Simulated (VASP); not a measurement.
As:

```
As
1.0
    -2.64931    2.64931    1.44525
     2.64931   -2.64931    1.44525
     2.64931    2.64931   -1.44525
As
2
Direct
  0.00000 0.00000 0.00000
  0.75000 0.25000 0.50000
```

- Program: VASP 6.6.1
- Task: relaxation of cell and atoms
- Functional: PBE
- Potentials or basis: VASP PAW PBE potentials, release 64 (As)
- Cutoff: 600 eV
- k mesh: 22 × 22 × 22
- Occupations: gaussian, width 0.1 eV
- Spin: no spin polarisation

At the start: pressure 0.2 GPa; volume 20.29 Å³/atom.

Where does the relaxation end?

Over 8 steps the energy falls by 4.0 meV/atom and the volume is 20.31 Å³/atom (+0.1 %); space group I4_1/amd (No. 141, to 0.1 Å) before and after.

The path:
| step | energy change (eV) | largest force (eV/Å) | pressure (GPa) | volume (Å³) |
| --- | --- | --- | --- | --- |
| 1 | 0.0000 | 0.0000 | 0.21 | 40.58 |
| 2 | -0.0040 | 0.0000 | -0.14 | 40.73 |
| 3 | -0.0063 | 0.0000 | -0.86 | 41.07 |
| 4 | -0.0070 | 0.0000 | -0.59 | 40.93 |
| 5 | -0.0071 | 0.0000 | -0.65 | 40.96 |
| 6 | -0.0073 | 0.0000 | 0.41 | 40.41 |
| 7 | -0.0078 | 0.0000 | -0.10 | 40.67 |
| 8 | -0.0079 | 0.0000 | 0.01 | 40.61 |

Final structure:
```cif
data_structure
_symmetry_space_group_name_H-M 'P 1'
_symmetry_Int_Tables_number 1
_cell_length_a 4.0471
_cell_length_b 4.0471
_cell_length_c 4.0471
_cell_angle_alpha 96.986
_cell_angle_beta 96.986
_cell_angle_gamma 139.178
_cell_volume 40.61
loop_
_atom_site_label
_atom_site_type_symbol
_atom_site_fract_x
_atom_site_fract_y
_atom_site_fract_z
_atom_site_occupancy
As1 As 0.00000 0.00000 0.00000 1
As2 As 0.75000 0.25000 0.50000 1
```
